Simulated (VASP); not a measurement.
Wanted: the native input for a VASP 6.6.1 run.

| Property | Result |
| --- | --- |
| Task | single point |
| Functional | LDA |
| Potentials or basis | VASP PAW LDA potentials, release 64 (Mg, O) |
| Cutoff | 520 eV |
| k mesh | 8 × 8 × 8 |
| Occupations | gaussian, width 0.01 eV |
| Spin | no spin polarisation |
| Dipole correction | no |
| Further INCAR settings | ALGO = Normal; EDIFF = 1e-06; NBANDS = 11 |

The structure of MgO (Periclase) lies in POSCAR:

```
MgO
1.0
    0.0000000000      2.1085000000      2.1085000000
    2.1085000000      0.0000000000      2.1085000000
    2.1085000000      2.1085000000      0.0000000000
Mg O
1 1
Direct
    0.0000000000      0.0000000000      0.0000000000
    0.5000000000      0.5000000000      0.5000000000
```

The input as run:

INCAR

```
PREC = Accurate ; ENCUT = 520
EDIFF = 1E-6 ; ISMEAR = 0
SIGMA = 0.01 ; LREAL = False
LASPH = True ; NELM = 60
ALGO = Normal ; ISIF = 2
LWAVE = False ; LCHARG = False
GGA = CA ; NBANDS = 11
```

KPOINTS

```
Automatic mesh
0
Gamma
  8 8 8
```

Potentials or basis: VASP PAW LDA potentials, release 64 (Mg, O).

Command:

```sh
$ cat potpaw_LDA.64/Mg/POTCAR potpaw_LDA.64/O/POTCAR > POTCAR
$ mpirun -np 1 vasp_std > vasp.out
```

It gave:

The pressure is -8.2 GPa. The band gap on the k mesh is 4.62 eV, direct.

It took 6.6 s on 1 thread of AMD EPYC 7R43 64-Core Processor (Zen 3) (shared host), peak memory 0.1 GiB.
